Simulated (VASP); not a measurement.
# NbAs (CsCl type) (Pm-3m) in VASP: settings compared

NbAs (CsCl type) is run at these levels: PBEsol, PBEsol+U; tasks: single point.

Everything below comes from runs of VASP 6.6.1. Logs are shortened: lines on timing, memory, paths and dates and some standing lists are left out, and cuts for length are marked.

### 1 The cell of the first run

Symmetry: Pm-3m, No. 221, cubic system. Conventional cell: a = 2.890 Å, b = 2.890 Å, c = 2.890 Å, α = 90.00°, β = 90.00°, γ = 90.00°. Within 3.3 Å of Nb (site symmetry m-3m) lie 8 As at 2.50 Å and 6 Nb at 2.89 Å. As (site symmetry m-3m) has 8 Nb at 2.50 Å and 6 As at 2.89 Å within 3.3 Å.

### 2 Single point, PBEsol (volume scaled by 0.75)

Input file INCAR:

```
SYSTEM = NbAs
ALGO = Normal
EDIFF = 1E-6
ENCUT = 500
GGA = PS
GGA_COMPAT = .FALSE.
ISIF = 2
ISMEAR = -1
LASPH = .TRUE.
LCHARG = .TRUE.
LELF = .TRUE.
LREAL = .FALSE.
LVHAR = .TRUE.
LWAVE = .FALSE.
NBANDS = 16
NELM = 120
PREC = Accurate
SIGMA = 0.1
```

Input file KPOINTS:

```
k-points
0
G
  13 13 13
  0 0 0
```

Input file POSCAR:

```
NbAs
1.0
    2.8899221512      0.0000000000      0.0000000000
    0.0000000000      2.8899221512      0.0000000000
    0.0000000000      0.0000000000      2.8899221512
Nb As
1 1
Direct
    0.0000000000      0.0000000000      0.0000000000
    0.5000000000      0.5000000000      0.5000000000
```

Potentials or basis: VASP PAW PBE potentials, release 64 (Nb_sv, As).

Command:

```console
$ cat potpaw_PBE.64/Nb_sv/POTCAR potpaw_PBE.64/As/POTCAR > POTCAR
$ mpirun -np 1 vasp_std > vasp.out
```

OUTCAR:

```text
SYSTEM = NbAs
   EDIFF = 1E-6
   ENCUT = 500
   GGA = PS
   ISIF = 2
   ISMEAR = -1
   LASPH = .TRUE.
   LREAL = .FALSE.
   NELM = 120
   PREC = Accurate

 ion  position               nearest neighbor table
   1  0.000  0.000  0.000-   2 2.50   2 2.50   2 2.50   2 2.50   2 2.50   2 2.50   2 2.50   2 2.50

   2  0.500  0.500  0.500-   1 2.50   1 2.50   1 2.50   1 2.50   1 2.50   1 2.50   1 2.50   1 2.50

  LATTYP: Found a simple cubic cell.
 ALAT       =     2.8899221512

  Lattice vectors:

 A1 = (   2.8899221512,   0.0000000000,   0.0000000000)
 A2 = (   0.0000000000,   2.8899221512,   0.0000000000)
 A3 = (   0.0000000000,   0.0000000000,   2.8899221512)

Analysis of symmetry for initial positions (statically):
=====================================================================
 Subroutine PRICEL returns:
 Original cell was already a primitive cell.

 Routine SETGRP: Setting up the symmetry group for a
 simple cubic supercell.

 Subroutine GETGRP returns: Found 48 space group operations
[... 9 lines left out ...]

 Routine SETGRP: Setting up the symmetry group for a
 simple cubic supercell.

 Subroutine GETGRP returns: Found 48 space group operations
[... 11 lines left out ...]
                                     Primitive cell

  volume of cell :      24.1356

  direct lattice vectors                    reciprocal lattice vectors
     2.889922151  0.000000000  0.000000000     0.346030082  0.000000000  0.000000000
     0.000000000  2.889922151  0.000000000     0.000000000  0.346030082  0.000000000
     0.000000000  0.000000000  2.889922151     0.000000000  0.000000000  0.346030082

  length of vectors
     2.889922151  2.889922151  2.889922151     0.346030082  0.346030082  0.346030082

  position of ions in fractional coordinates (direct lattice)
     0.000000000  0.000000000  0.000000000
     0.500000000  0.500000000  0.500000000

  ion indices of the primitive-cell ions
   primitive index   ion index
                 1           1
                 2           2

----------------------------------------------------------------------------------------

 KPOINTS: k-points

Automatic generation of k-mesh.
 Grid dimensions read from file:
 generate k-points for:   13   13   13

 Generating k-lattice:

  Cartesian coordinates                     Fractional coordinates (reciprocal lattice)
     0.026617699  0.000000000  0.000000000     0.076923077  0.000000000  0.000000000
     0.000000000  0.026617699  0.000000000     0.000000000  0.076923077  0.000000000
     0.000000000  0.000000000  0.026617699     0.000000000  0.000000000  0.076923077

  Length of vectors
     0.026617699  0.026617699  0.026617699

  Shift w.r.t. Gamma in fractional coordinates (k-lattice)
     0.000000000  0.000000000  0.000000000

 Subroutine IBZKPT returns following result:
 ===========================================

 Found     84 irreducible k-points:

 Following reciprocal coordinates:
            Coordinates               Weight
  0.000000  0.000000  0.000000      1.000000
  0.076923  0.000000  0.000000      6.000000
  0.153846  0.000000  0.000000      6.000000
  0.230769  0.000000  0.000000      6.000000
  0.307692  0.000000  0.000000      6.000000
  0.384615  0.000000  0.000000      6.000000
[... 16 lines left out ...]
  0.307692  0.307692  0.000000     12.000000
  0.384615  0.307692  0.000000     24.000000
 [... further k-points ...]
   k-points           NKPTS =     84   k-points in BZ     NKDIM =     84   number of bands    NBANDS=     16
   number of dos      NEDOS =    301   number of ions     NIONS =      2
   total plane-waves  NPLWV =  13824
   dimension x,y,z NGX =    24 NGY =   24 NGZ =   24
   dimension x,y,z NGXF=    48 NGYF=   48 NGZF=   48
   ions per type =               1   1
   NGX,Y,Z   is equivalent  to a cutoff of  13.81, 13.81, 13.81 a.u.
   NGXF,Y,Z  is equivalent  to a cutoff of  27.61, 27.61, 27.61 a.u.
 SYSTEM =  NbAs
   PREC   = accura    normal or accurate (medium, high low for compatibility)
   ISTART =      0    job   : 0-new  1-cont  2-samecut
   ICHARG =      2    charge: 1-file 2-atom 10-const
   ISPIN  =      1    spin polarized calculation?
   LNONCOLLINEAR =      F non collinear calculations
   LSORBIT =      F    spin-orbit coupling
   LASPH  =      T    aspherical Exc in radial PAW
   ENCUT  =  500.0 eV  36.75 Ry    6.06 a.u.   5.27  5.27  5.27*2*pi/ulx,y,z
   NELM   =    120;   NELMIN=  2; NELMDL= -5     # of ELM steps
   EDIFF  = 0.1E-05   stopping-criterion for ELM
   LREAL  =      F    real-space projection
   EDIFFG = 0.1E-04   stopping-criterion for IOM
   NSW    =      0    number of steps for IOM
   IBRION =     -1    ionic relax: 0-MD 1-quasi-New 2-CG
   NFREE  =      0    steps in history (QN), initial steepest desc. (CG)
   ISIF   =      2    stress and relaxation
   ISYM   =      2    0-nonsym 1-usesym 2-fastsym
   POTIM  = 0.5000    time-step for ionic-motion
   TEBEG  =    0.0;   TEEND  =   0.0 temperature during run
   PSTRESS=    0.0 pullay stress
   NELECT =      18.0000    total number of electrons
   NUPDOWN=      -1.0000    fix difference up-down
   EMIN   =  10.00;   EMAX   =-10.00  energy-range for DOS
   EFERMI =   0.00;   METHOD = LEGACY
   ISMEAR =    -1;   SIGMA  =   0.10  broadening in eV -4-tet -1-fermi 0-gaus
   EFERMI_NEDOS =   21; number of points for ismear=-14 and -15
   IALGO  =     38    algorithm
   IMIX   =      4    mixing-type and parameters
     AMIX     =   0.40;   BMIX     =  1.00
     AMIX_MAG =   1.60;   BMIX_MAG =  1.00
  volume/ion in A,a.u.               =      12.07        81.44
  Fermi-wavevector in a.u.,A,eV,Ry     =   1.484612  2.805509 29.988216  2.204072
  Thomas-Fermi vector in A             =   2.598127
   LORBIT       =      0    0 simple, 1 ext, 2 COOP (PROOUT), +10 PAW based schemes
   GGA     = PS    functional components
   LHFCALC =     F    Hartree Fock is set to
   AEXX    =    0.0000 exact exchange contribution
   IVDW    =     0    specifies the selected vdW correction
   LEPSILON=     F    determine dielectric tensor
   LRPA    =     F    only Hartree local field effects (RPA)
 non-spin polarized calculation
  energy-cutoff  :      500.00
  volume of cell :       24.14
 maximum number of plane-waves:       627
 NGX is ok and might be reduce to    24
   NGX = 11   NGY = 11   NGZ = 11

 number of electron      17.9999999 magnetization

 Free energy of the ion-electron system (eV)
  ---------------------------------------------------
  ext. energy  EPLUGINS =         0.00000000
  ---------------------------------------------------
  free energy    TOTEN  =       -15.15532742 eV

  energy without entropy =      -15.12313457  energy(sigma->0) =      -15.13923100

 E-fermi :  15.4871     XC(G=0): -13.9210

 val. band max:       15.4585049490   @ k =   0.3077   0.2308   0.1538
 cond. band min:      15.5519941728   @ k =   0.4615   0.4615   0.0769
 fundamental gap:      0.0934892238
 Fermi energy:        15.4870720199

 k-point     1 :       0.0000    0.0000    0.0000
  band No.  band energies     occupation
      1     -39.2463      2.00000
      2     -15.1110      2.00000
      3     -15.1110      2.00000
      4     -15.1110      2.00000
      5      -0.5812      2.00000
      6      10.9103      2.00000
[... 8 lines left out ...]
     15      27.6535      0.00000
     16      27.6535      0.00000

 k-point     2 :       0.0769    0.0000    0.0000
  band No.  band energies     occupation
      1     -39.2395      2.00000
      2     -15.1849      2.00000
      3     -15.1035      2.00000
      4     -15.1035      2.00000
      5      -0.4384      2.00000
      6      10.8625      2.00000
[... 8 lines left out ...]
     15      26.7867      0.00000
     16      27.9975      0.00000

 k-point     3 :       0.1538    0.0000    0.0000
  band No.  band energies     occupation
      1     -39.2208      2.00000
      2     -15.3848      2.00000
      3     -15.0825      2.00000
      4     -15.0825      2.00000
      5      -0.0271      2.00000
      6      10.5466      2.00000
[... 8 lines left out ...]
     15      26.7031      0.00000
     16      29.3760      0.00000

 k-point     4 :       0.2308    0.0000    0.0000
  band No.  band energies     occupation
      1     -39.1943      2.00000
      2     -15.6559      2.00000
      3     -15.0527      2.00000
      4     -15.0527      2.00000
      5       0.6103      2.00000
      6       9.7206      2.00000
[... 8 lines left out ...]
     15      26.8674      0.00000
     16      31.5382      0.00000

 k-point     5 :       0.3077    0.0000    0.0000
  band No.  band energies     occupation
      1     -39.1659      2.00000
      2     -15.9316      2.00000
      3     -15.0209      2.00000
      4     -15.0209      2.00000
      5       1.4161      2.00000
      6       8.5215      2.00000
[... 8 lines left out ...]
     15      26.7929      0.00000
     16      29.9988      0.00000

 k-point     6 :       0.3846    0.0000    0.0000
  band No.  band energies     occupation
      1     -39.1423      2.00000
      2     -16.1517      2.00000
      3     -14.9944      2.00000
      4     -14.9944      2.00000
      5       2.3039      2.00000
      6       7.2654      2.00000
[... 8 lines left out ...]
     15      26.3336      0.00000
     16      28.3437      0.00000
[... 267 lines left out ...]
 k-point    21 :       0.3846    0.2308    0.0000
  band No.  band energies     occupation
      1     -39.0922      2.00000
      2     -16.0450      2.00000
      3     -15.4812      2.00000
      4     -14.9518      2.00000
      5       2.4907      2.00000
      6       8.0561      2.00000
[... 8 lines left out ...]
     15      26.0205      0.00000
     16      29.9627      0.00000

 k-point    22 :       0.4615    0.2308    0.0000
  band No.  band energies     occupation
      1     -39.0790      2.00000
      2     -16.1602      2.00000
      3     -15.4599      2.00000
      4     -14.9388      2.00000
      5       2.8181      2.00000
      6       7.5823      2.00000
[... 8 lines left out ...]
     15      24.4992      0.00000
     16      29.1735      0.00000

 k-point    23 :       0.3077    0.3077    0.0000
  band No.  band energies     occupation
      1     -39.0879      2.00000
      2     -15.8148      2.00000
      3     -15.7420      2.00000
      4     -14.9497      2.00000
      5       2.2883      2.00000
      6       8.7546      2.00000
[... 8 lines left out ...]
     15      27.5494      0.00000
     16      30.4585      0.00000

 k-point    24 :       0.3846    0.3077    0.0000
  band No.  band energies     occupation
      1     -39.0649      2.00000
      2     -15.9866      2.00000
      3     -15.7303      2.00000
      4     -14.9287      2.00000
      5       2.5270      2.00000
      6       8.5592      2.00000
[... 8 lines left out ...]
     15      26.7133      0.00000
     16      31.0028      0.00000

 [... further k-points ...]
[... 5 lines left out ...]
  --------------------------------------------------------------------------------------
  -------------------------------------------------------------------------------------
  Total       14.8765481     14.8765481     14.8765481     -0.0000000     -0.0000000     -0.0000000
  in kB      987.5391473    987.5391473    987.5391473     -0.0000000     -0.0000000     -0.0000000
  external PRESSURE =     987.5391473 kB  Pullay stress =       0.0000000 kB

 VOLUME and BASIS-vectors are now :
 -----------------------------------------------------------------------------
  energy-cutoff  :      500.00
  volume of cell :       24.14
      direct lattice vectors                 reciprocal lattice vectors
     2.889922151  0.000000000  0.000000000     0.346030082  0.000000000  0.000000000
     0.000000000  2.889922151  0.000000000     0.000000000  0.346030082  0.000000000
     0.000000000  0.000000000  2.889922151     0.000000000  0.000000000  0.346030082

 POSITION                                       TOTAL-FORCE (eV/Angst)
 -----------------------------------------------------------------------------------
      0.00000      0.00000      0.00000         0.000000      0.000000      0.000000
      1.44496      1.44496      1.44496         0.000000      0.000000      0.000000
 -----------------------------------------------------------------------------------
    total drift:                                0.000000      0.000000      0.000000

  FREE ENERGIE OF THE ION-ELECTRON SYSTEM (eV)
  ---------------------------------------------------
  free  energy   TOTEN  =       -15.1553274176 eV

  energy  without entropy=      -15.1231345729  energy(sigma->0) =      -15.13923100
```

Wall time 14 s (1 thread of Intel Xeon 6975P-C (Granite Rapids), shared host); peak memory 0.16 GiB.

Results:

```yaml
Free_energy: -15.1553 eV
Pressure: 98.8 GPa
Band_gap_on_the_k_mesh: zero (band 9 reaches 19.64 eV, above the bottom of band 10 at 14.59 eV)
```

Caveat: the PAW data sets were made with another functional, which shifts forces and pressure a little.

(Part 1 of 2 ends here.)
